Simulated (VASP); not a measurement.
KF: single point with PBE

Crystal: KF.

```
K F
1.0
     3.25895    0.00000    0.00000
     0.00000    3.25895    0.00000
     0.00000    0.00000    3.25895
K F
1 1
Direct
  0.94200 0.79900 0.52400
  0.44200 0.29900 0.02400
```

| Quantity | Value |
| --- | --- |
| Program | VASP 6.6.1 |
| Task | single point |
| Functional | PBE |
| Potentials or basis | VASP PAW PBE potentials, release 64 (K_sv, F) |
| Cutoff | 600 eV |
| k mesh | 2 × 2 × 2, shifted |
| Occupations | gaussian, width 0.1 eV |
| Spin | no spin polarisation |

```json
{
  "Pressure": "-0.2 GPa",
  "Band gap on the k mesh": "8.53 eV, direct"
}
```

Levels at points of the mesh, in eV from the valence-band top:
```csv
k point,band 6,band 7,band 8,band 9,band 10,band 11
"(0.25, 0.25, 0.00)",-0.59,-0.28,0.00,8.53,9.48,10.52
```

It took 10 s on 1 thread of Intel Xeon 8259CL, on a shared host, peak memory 0.15 GiB.

Caveat: the k points lie up to 0.96 Å⁻¹ apart. As with any semilocal functional, this PBE gap is likely too small.
